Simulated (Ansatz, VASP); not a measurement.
**Two plane-wave programs on BiTe**

```
CELL_PARAMETERS angstrom
0.00000 3.25119 3.09936
3.25119 0.00000 3.09936
3.25119 3.25119 0.00000
ATOMIC_POSITIONS crystal
Bi 0.02035 0.02035 0.97965
Te 0.46667 0.46667 0.53333
```

Change from the starting cell: mode 6 frozen in at -0.217 Å, normal strain along z -0.0467.

Alike in both runs: task single point; functional PBE; k mesh 12 × 12 × 12; occupations gaussian, width 0.15 eV; no spin polarisation.

|  | VASP | Ansatz |
| --- | --- | --- |
| version | VASP 6.6.1 | Ansatz 0.2.0 |
| potentials or method | VASP PAW PBE potentials, release 64 (Bi_d, Te), cutoff 520 eV | scalar-relativistic, plane waves, PAW |
| valence electrons in the cell | 21 | 31 |

VASP gave:

- gap on the k mesh at the Fermi level (eV): none
- pressure (GPa): 5.6
- traceless stress, the component that is largest in VASP (GPa): 5.58
- rms of the force components (eV/Å): 0.934

Task: Which values does Ansatz return?

Result: gap on the k mesh at the Fermi level (eV): none; pressure (GPa): 5.6; traceless stress, the component that is largest in VASP (GPa): 5.53; rms of the force components (eV/Å): 0.925.

Atom by atom the forces differ by 0.010 eV/Å (rms over components). A gap of «none» marks a metal or a gap that the smearing closes. VASP's potentials hold 21 valence electrons a cell and Ansatz's 31, so a difference there can come from the potentials and not from the codes.

Neither program's run includes spin-orbit coupling.
